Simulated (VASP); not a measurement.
Runs of VASP 6.6.1 on Te. The structure is that of space group Im-3m (No. 229), or close to it. The cells are those of the table. This isn't the form of Te at room conditions, which is trigonal, of chains.

```csv
task,cell,cutoff (eV),gap on the mesh (eV),pressure (GPa)
relaxation of cell and atoms,"relaxed to 87 GPa from a = 2.825 Å, angles 109.5°, 1 atom",600,none,87.0
relaxation of cell and atoms,"relaxed from a = 3.352 Å, angles 109.5°, 1 atom",600,none,0.0
relaxation of cell and atoms,"relaxed to 87 GPa from a = 2.826 Å, angles 109.5°, 1 atom",600,none,87.0
single point,"a = 2.825 Å, angles 109.5°, 1 atom",520,none,87.4
single point,"a = 3.334 Å, angles 109.5°, 1 atom",520,none,(a)
```

Alike in all rows: level PBE; potentials or basis VASP PAW PBE potentials, release 64 (Te); no spin polarisation; k mesh 16 × 16 × 16; smearing fermi-dirac 0.08 eV.

Fill in the values left out.

(a) -0.1.

Caveats: spin-orbit coupling is left out, which moves the levels of the heavy elements; the cell is relaxed towards a set pressure, so the run minimises the enthalpy, not the energy (at least some runs); the cell stands under pressure (at least some runs).

A k mesh can miss the band edges, and the runs leave out spin-orbit coupling on Te.

A gap of «none» marks levels without a gap at the run's occupations.
